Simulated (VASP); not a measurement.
# H3C18N in VASP: single point with PBE+D3(BJ)

Aim: the single point of H3C18N with PBE+D3(BJ).

All numbers are computed with VASP 6.6.1; they aren't measurements. Logs are shortened: lines on timing, memory, paths and dates and some standing lists are left out, and cuts for length are marked.

### Step 1. The cell of the first run

The cell holds a slab with vacuum, 22 atoms: a = 7.398 Å, b = 7.398 Å, c = 13.000 Å, α = 90.00°, β = 90.00°, γ = 120.00°.

### Step 2. Single point, PBE+D3(BJ)

Input file INCAR:

```
PREC = Accurate
ENCUT = 520
EDIFF = 1E-6
ISMEAR = 0
SIGMA = 0.05
LREAL = Auto
LASPH = T
NELM = 60
ALGO = Normal
ISIF = 2
LWAVE = F
LCHARG = T
GGA = PE
IVDW = 12
LELF = T
LVHAR = T
NBANDS = 57
```

Input file KPOINTS:

```
regular mesh
0
Gamma
  2 2 1
```

Input file POSCAR:

```
H3C18N
1.0
    7.3980000000      0.0000000000      0.0000000000
   -3.6990000000      6.4068560000      0.0000000000
    0.0000000000      0.0000000000     13.0000000000
C N H
18 1 3
Direct
    0.0121035168      0.0147910521      0.0509965454
    0.2368563305      0.1271646598      0.0508856760
    0.0143930493      0.3496328676      0.0508452501
    0.2345425893      0.4596903456      0.0505085231
    0.0136482465      0.6807027491      0.0510567883
    0.2352868521      0.7915411477      0.0509981533
    0.3476984918      0.0163664694      0.0510180092
    0.5679382733      0.1264282101      0.0510412567
    0.3469127269      0.3473269807      0.0505571559
    0.5685937014      0.4581556079      0.0507186035
    0.3453793403      0.6813627082      0.0506302353
    0.5702535836      0.7938594275      0.0506849007
    0.6803838488      0.0140764307      0.0509565127
    0.9020193738      0.1248842308      0.0509815169
    0.6787759185      0.3480629063      0.0510311703
    0.9035936962      0.4604680377      0.0510147420
    0.6810837062      0.6830305955      0.0507250875
    0.9013021861      0.7931528208      0.0509928301
    0.3917304096      0.5203278126      0.3080092623
    0.3764307819      0.6321871455      0.2692847332
    0.4990345874      0.5005812114      0.2674538304
    0.4613356897      0.5862795829      0.3765326171
```

Potentials or basis: VASP PAW PBE potentials, release 64 (C, N, H).

On the command line:

```
$ cat potpaw_PBE.64/C/POTCAR potpaw_PBE.64/N/POTCAR potpaw_PBE.64/H/POTCAR > POTCAR
$ mpirun -np 1 vasp_std > vasp.out
```

OUTCAR:

```text
PREC = Accurate
   ENCUT = 520
   EDIFF = 1E-6
   ISMEAR = 0
   LREAL = Auto
   LASPH = T
   NELM = 60
   ISIF = 2
   GGA = PE
   IVDW = 12
 IVDW          = 12

 ion  position               nearest neighbor table
   1  0.012  0.015  0.051-  14 1.41  18 1.42   2 1.44
   2  0.237  0.127  0.051-   9 1.41   7 1.42   1 1.44
   3  0.014  0.350  0.051-   4 1.41  16 1.42  14 1.44
   4  0.235  0.460  0.051-   3 1.41  11 1.42   9 1.44
   5  0.014  0.681  0.051-  16 1.41   6 1.42  18 1.44
   6  0.235  0.792  0.051-  11 1.41   5 1.42   7 1.44
[... 11 lines left out ...]
  18  0.901  0.793  0.051-  17 1.41   1 1.42   5 1.44
  19  0.392  0.520  0.308-  20 1.02  21 1.02  22 1.02
  20  0.376  0.632  0.269-  19 1.02
  21  0.499  0.501  0.267-  19 1.02
  22  0.461  0.586  0.377-  19 1.02

  LATTYP: Found a hexagonal cell.
 ALAT       =     7.3980000000
 C/A-ratio  =     1.7572316842

  Lattice vectors:

 A1 = (   7.3980000000,   0.0000000000,   0.0000000000)
 A2 = (  -3.6990000000,   6.4068560000,   0.0000000000)
 A3 = (   0.0000000000,   0.0000000000,  13.0000000000)

Analysis of symmetry for initial positions (statically):
=====================================================================
 Subroutine PRICEL returns:
 Original cell was already a primitive cell.

 Routine SETGRP: Setting up the symmetry group for a
 hexagonal supercell.

 Subroutine GETGRP returns: Found  1 space group operations
 (whereof  1 operations were pure point group operations)
 out of a pool of 24 trial point group operations.

The static configuration has the point symmetry C_1 .

Analysis of symmetry for dynamics (positions and initial velocities):
=====================================================================
 Subroutine PRICEL returns:
 Original cell was already a primitive cell.

 Routine SETGRP: Setting up the symmetry group for a
 hexagonal supercell.

 Subroutine GETGRP returns: Found  1 space group operations
 (whereof  1 operations were pure point group operations)
 out of a pool of 24 trial point group operations.

The dynamic configuration has the point symmetry C_1 .

 Subroutine INISYM returns: Found  1 space group operations
 (whereof  1 operations are pure point group operations),
 and found     1 'primitive' translations

[... 114 lines left out ...]
   LREAL  =      T    real-space projection
   EDIFFG = 0.1E-04   stopping-criterion for IOM
   NSW    =      0    number of steps for IOM
   IBRION =     -1    ionic relax: 0-MD 1-quasi-New 2-CG
   NFREE  =      0    steps in history (QN), initial steepest desc. (CG)
   ISIF   =      2    stress and relaxation
   ISYM   =      2    0-nonsym 1-usesym 2-fastsym
   POTIM  = 0.5000    time-step for ionic-motion
   TEBEG  =    0.0;   TEEND  =   0.0 temperature during run
   PSTRESS=    0.0 pullay stress
   NELECT =      80.0000    total number of electrons
   NUPDOWN=      -1.0000    fix difference up-down
   EMIN   =  10.00;   EMAX   =-10.00  energy-range for DOS
   EFERMI =   0.00;   METHOD = LEGACY
   ISMEAR =     0;   SIGMA  =   0.05  broadening in eV -4-tet -1-fermi 0-gaus
   EFERMI_NEDOS =   21; number of points for ismear=-14 and -15
   IALGO  =     38    algorithm
   IMIX   =      4    mixing-type and parameters
     AMIX     =   0.40;   BMIX     =  1.00
     AMIX_MAG =   1.60;   BMIX_MAG =  1.00
  volume/ion in A,a.u.               =      28.01       189.01
  Fermi-wavevector in a.u.,A,eV,Ry     =   0.828967  1.566521  9.349739  0.687186
  Thomas-Fermi vector in A             =   1.941434
   LORBIT       =      0    0 simple, 1 ext, 2 COOP (PROOUT), +10 PAW based schemes
   GGA     = PE    functional components
   LHFCALC =     F    Hartree Fock is set to
   AEXX    =    0.0000 exact exchange contribution
   IVDW    =    12    specifies the selected vdW correction
   LEPSILON=     F    determine dielectric tensor
   LRPA    =     F    only Hartree local field effects (RPA)
 non-spin polarized calculation
 Gauss-broadening in eV      SIGMA  =   0.05
  energy-cutoff  :      520.00
  volume of cell :      616.17
 maximum number of plane-waves:     16651
 NGX is ok and might be reduce to    56
   NGX = 27   NGY = 27   NGZ = 49

 number of electron      80.0000001 magnetization

 Free energy of the ion-electron system (eV)
  ---------------------------------------------------
  ext. energy  EPLUGINS =         0.00000000
  ---------------------------------------------------
  free energy    TOTEN  =      -185.16702009 eV

  energy without entropy =     -185.16674898  energy(sigma->0) =     -185.16688454

 E-fermi :  -1.8220     XC(G=0):  -3.8759

 val. band max:       -1.9263870154   @ k =   0.0000   0.0000   0.0000
 cond. band min:      -1.7186872349   @ k =   0.0000   0.0000   0.0000
 fundamental gap:      0.2076997805
 Fermi energy:        -1.8219868280

 k-point     1 :       0.0000    0.0000    0.0000
  band No.  band energies     occupation
      1     -21.3444      2.00000
      2     -18.8417      2.00000
      3     -18.8391      2.00000
      4     -18.7460      2.00000
      5     -18.7339      2.00000
      6     -18.7235      2.00000
[... 209 lines left out ...]
     51       3.7210      0.00000
     52       3.7839      0.00000
 [bands above 52 left out]

------------------------ aborting loop because EDIFF is reached ----------------------------------------

 Edisp (eV)   -1.75451

 E8    (eV) :    -0.5334

  FORCE on cell =-STRESS in cart. coord.  units (eV):
  Direction    XX          YY          ZZ          XY          YZ          ZX
  --------------------------------------------------------------------------------------
  -------------------------------------------------------------------------------------
  Total       1.05466     1.05687    -0.21016    -0.01309    -0.01038    -0.00400
  in kB       2.74235     2.74808    -0.54646    -0.03404    -0.02700    -0.01039
  external pressure =        1.65 kB  Pullay stress =        0.00 kB

 VOLUME and BASIS-vectors are now :
 -----------------------------------------------------------------------------
  energy-cutoff  :      520.00
  volume of cell :      616.17
      direct lattice vectors                 reciprocal lattice vectors
     7.398000000  0.000000000  0.000000000     0.135171668  0.078041398  0.000000000
    -3.699000000  6.406856000  0.000000000     0.000000000  0.156082796  0.000000000
     0.000000000  0.000000000 13.000000000     0.000000000  0.000000000  0.076923077

 POSITION                                       TOTAL-FORCE (eV/Angst)
 -----------------------------------------------------------------------------------
      0.03483      0.09476      0.66296         0.004233     -0.003461      0.000212
      1.28188      0.81473      0.66151         0.007218     -0.005852      0.001938
     -1.18681      2.24005      0.66099        -0.006573     -0.001898     -0.000344
      0.03475      2.94517      0.65661         0.001663      0.004989     -0.002633
     -2.41695      4.36116      0.66374         0.005637      0.002408      0.000287
     -1.18726      5.07129      0.66298        -0.006997     -0.000466      0.001041
[... 14 lines left out ...]
      1.84021      3.20715      3.47690        -0.013334     -0.023630      0.008108
      1.24431      3.75621      4.89492        -0.017082     -0.028391     -0.013310
 -----------------------------------------------------------------------------------
    total drift:                                0.000645      0.007443     -0.003762

  FREE ENERGIE OF THE ION-ELECTRON SYSTEM (eV)
  ---------------------------------------------------
  free  energy   TOTEN  =      -186.9215285040 eV

  energy  without entropy=     -186.9212573938  energy(sigma->0) =     -186.92139295
```

stdout:

```text
POSCAR found type information on POSCAR C N H
 POSCAR found :  3 types and      22 ions
 scaLAPACK will be used
 LDA part: xc-table for (Slater+PW92), standard interpolation
 POSCAR, INCAR and KPOINTS ok, starting setup
 FFT: planning ... GRIDC
 FFT: planning ... GRID_SOFT
 FFT: planning ... GRID
 WAVECAR not read
 entering main loop
```

It took 8.7 min on 1 thread of Intel Xeon 8259CL, shared host; peak memory 0.64 GiB.

Results:

```
Free energy                : -186.9215 eV
Largest force              : 0.080 eV/Å
Band gap on the k mesh     : 0.21 eV, direct
Dispersion energy per atom : -0.080 eV
```

Forces on the atoms (eV/Å):
```
C    0.004 -0.003  0.000
C    0.007 -0.006  0.002
C   -0.007 -0.002  0.000
C    0.002  0.005 -0.003
C    0.006  0.002  0.000
C   -0.007  0.000  0.001
C   -0.005 -0.004  0.000
C    0.003  0.007  0.001
C   -0.006  0.009 -0.002
C   -0.003  0.005 -0.001
C    0.002 -0.009  0.000
C    0.003 -0.009 -0.001
C    0.002  0.004 -0.001
C   -0.011  0.005 -0.001
C    0.008  0.000  0.001
C    0.001 -0.006  0.000
C   -0.005  0.007  0.002
C    0.006 -0.001  0.001
N    0.050  0.063  0.003
H   -0.020 -0.015  0.002
H   -0.013 -0.024  0.008
H   -0.017 -0.028 -0.013
```

Caveat: the k points lie up to 0.49 Å⁻¹ apart.
